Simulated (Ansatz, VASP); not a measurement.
# One calculation of Si4O7, two programs

File INCAR:

```
PREC = Accurate
ENCUT = 520
EDIFF = 1E-6
ISMEAR = 0
SIGMA = 0.05
LREAL = False
LASPH = True
NELM = 100
ALGO = Normal
ISIF = 2
LWAVE = False
LCHARG = True
GGA = PE
LELF = True
LVHAR = True
NBANDS = 40
```

Contents of KPOINTS:

```
regular mesh
0
Gamma
  4 4 4
```

File POSCAR:

```
Si4O7
1.0
    5.0799801732      0.0000000000      0.0000000000
    0.0000000000      5.0799801732      0.0000000000
    0.0000000000      0.0000000000      7.0914769300
Si O
4 7
Direct
    0.2944292339      0.2944292339      0.0000000000
    0.2055707661      0.7944292339      0.2500000000
    0.7055707661      0.7055707661      0.5000000000
    0.7944292339      0.2055707661      0.7500000000
    0.4053663613      0.7409644515      0.4248320116
    0.7590355485      0.9053663613      0.6748320116
    0.5946336387      0.2590355485      0.9248320116
    0.7409644515      0.4053663613      0.5751679884
    1.2343424440      1.2041493318      0.1777984349
    0.2590355485      0.5946336387      0.0751679884
    0.0946336387      0.2409644515      0.8251679884
```

Input for Ansatz:

```yaml
crystal:
  lattice:
    - [5.0799801732, 0.0, 0.0]
    - [0.0, 5.0799801732, 0.0]
    - [0.0, 0.0, 7.09147693]
  atoms:
    - { symbol: Si, position: [0.2944292339, 0.2944292339, 0.0] }
    - { symbol: Si, position: [0.2055707661, 0.7944292339, 0.25] }
    - { symbol: Si, position: [0.7055707661, 0.7055707661, 0.5] }
    - { symbol: Si, position: [0.7944292339, 0.2055707661, 0.75] }
    - { symbol: O, position: [0.4053663613, 0.7409644515, 0.4248320116] }
    - { symbol: O, position: [0.7590355485, 0.9053663613, 0.6748320116] }
    - { symbol: O, position: [0.5946336387, 0.2590355485, 0.9248320116] }
    - { symbol: O, position: [0.7409644515, 0.4053663613, 0.5751679884] }
    - { symbol: O, position: [1.234342444, 1.2041493318, 0.1777984349] }
    - { symbol: O, position: [0.2590355485, 0.5946336387, 0.0751679884] }
    - { symbol: O, position: [0.0946336387, 0.2409644515, 0.8251679884] }
basis:
  ecutwfc: 420
kpoints:
  mp_grid: { grid: [4, 4, 4] }
hamiltonian:
  xc: pbe
  pseudopotentials: { kind: paw, azcp: { folder: soft_1 } }
scf:
  occupations: { method: gaussian, width: 0.05 }
output:
  forces: true
  stress: true
  eigenvalues: true
  write_density: true
  write_potential: true
  elf: true
  volumetric_format: npy
```

Change from the starting cell: O vacancy; atom 9 moved 1.125 of the way to it and +0.450 Å across, host rigid.

Alike in both runs: task single point; functional PBE; k mesh 4 × 4 × 4; occupations gaussian, width 0.05 eV; no spin polarisation.

|  | VASP | Ansatz |
| --- | --- | --- |
| version | VASP 6.6.1 | Ansatz 0.2.0 |
| potentials or method | VASP PAW PBE potentials, release 64 (Si, O), cutoff 520 eV | scalar-relativistic, plane waves, PAW |
| valence electrons in the cell | 58 | 58 |

|  | VASP | Ansatz | Ansatz less VASP |
| --- | --- | --- | --- |
| gap on the k mesh at the Fermi level (eV) | 2.26 | 2.27 | +0.005 |
| least direct gap on the mesh (eV) | 2.27 | 2.28 | +0.008 |
| pressure (GPa) | 5.2 | 5.2 | +0.03 |
| traceless stress, the component that is largest in VASP (GPa) | 9.16 | 9.19 | +0.034 |
| rms of the force components (eV/Å) | 4.321 | 4.340 | +0.0184 |

Atom by atom the forces differ by 0.031 eV/Å (rms over components).
